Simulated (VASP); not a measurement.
Here is a VASP 6.6.1 calculation.

INCAR

```
SYSTEM = SnO2
ALGO = Normal
EDIFF = 1E-6
ENCUT = 520
GGA = PE
ISIF = 2
ISMEAR = -1
LASPH = .True.
LCHARG = .False.
LREAL = .False.
LWAVE = .False.
NBANDS = 20
NELM = 100
PREC = Accurate
SIGMA = 0.05
```

KPOINTS

```
k-points
0
Gamma
  10 10 10
  0 0 0
```

The input POSCAR:

```
SnO2
1.0
    1.6170930752      0.9336291223      4.8005925840
   -1.6170930752      0.9336291223      4.8005925840
    0.0000000000     -1.8672582446      4.8005925840
Sn O
1 2
Direct
    0.5000000000      0.5000000000      0.5000000000
    0.7628300000      0.7628300000      0.7628300000
    0.2371700000      0.2371700000      0.2371700000
```

Potentials or basis: VASP PAW PBE potentials, release 64 (Sn_d, O).

Run with:

```bash
$ cat potpaw_PBE.64/Sn_d/POTCAR potpaw_PBE.64/O/POTCAR > POTCAR
$ mpirun -np 1 vasp_std > vasp.out
```

Question: Estimate the largest force.

Answer: 0.083 eV/Å.

Question: Estimate the pressure.

Answer: 0.0 GPa.

Forces on the atoms (eV/Å):
```
Sn   0.000  0.000  0.000
O    0.000  0.000  0.083
O    0.000  0.000 -0.083
```
